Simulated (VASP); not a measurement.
Here is a VASP 6.6.1 calculation.

The input INCAR:

```
ALGO = Normal
EDIFF = 1E-6
ENCUT = 520
GGA = PE
ISIF = 2
ISMEAR = 0
LASPH = T
LCHARG = F
LREAL = F
LWAVE = F
NBANDS = 15
NELM = 60
PREC = Accurate
SIGMA = 0.1
```

Contents of KPOINTS:

```
k-points
0
Gamma
  6 6 6
```

Contents of POSCAR:

```
Mg4Se
1.0
   -2.6533952058      2.6533952058      4.5425173625
    2.6533952058     -2.6533952058      4.5425173625
    2.6533952058      2.6533952058     -4.5425173625
Mg Se
4 1
Direct
    0.7098610548      0.7098610548      0.0000000000
    0.5000000000      0.0000000000      0.5000000000
    0.0000000000      0.5000000000      0.5000000000
    0.2901389452      0.2901389452      0.0000000000
    0.0000000000      0.0000000000      0.0000000000
```

Potentials or basis: VASP PAW PBE potentials, release 64 (Mg, Se).

Command:

```sh
$ cat potpaw_PBE.64/Mg/POTCAR potpaw_PBE.64/Se/POTCAR > POTCAR
$ mpirun -np 1 vasp_std > vasp.out
```

Predict the band gap on the k mesh.

zero (bands 7 and 8 overlap by 1.02 eV).

What does it give for the largest force?

0.018 eV/Å.

Predict the pressure.

0.1 GPa.

Stress tensor (GPa, compression positive):
```
 0.23  0.00  0.00
 0.00  0.23  0.00
 0.00  0.00 -0.23
```
